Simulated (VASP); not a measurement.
The system is Ga.

```
Ga
1.0
     2.55000    0.00000    0.00000
     0.00000    2.55000    0.00000
     0.00000    0.00000    2.55000
Ga
1
Cartesian
  0.0000 0.0000 0.0000
```

- Program: VASP 6.6.1
- Task: relaxation of cell and atoms
- Functional: PBE
- Potentials or basis: VASP PAW PBE potentials, release 64 (Ga_d)
- Cutoff: 600 eV
- k mesh: 10 × 10 × 10
- Occupations: methfessel-paxton, width 0.05 eV
- Spin: no spin polarisation

At the start: pressure 14.5 GPa; volume 16.58 Å³/atom.

Problem. Where does the relaxation end?

Solution. Over 4 steps the energy falls by 130.6 meV/atom and the volume is 20.28 Å³/atom (+22.3 %); space group Pm-3m (No. 221, to 0.05 Å).

The path:
| step | energy change (eV) | largest force (eV/Å) | pressure (GPa) | volume (Å³) |
| --- | --- | --- | --- | --- |
| 1 | 0.0000 | 0.0000 | 14.45 | 16.58 |
| 2 | -0.1305 | 0.0000 | -0.23 | 20.44 |
| 3 | -0.1306 | 0.0000 | 0.23 | 20.28 |
| 4 | -0.1306 | 0.0000 | 0.15 | 20.28 |

Final structure:
```
Ga
1.0
     2.72715    0.00000    0.00000
     0.00000    2.72715    0.00000
     0.00000    0.00000    2.72715
Ga
1
Cartesian
  0.0000 0.0000 2.7272
```

Caveat: the volume moved by over 15 % at a fixed basis, so the end points are rough.
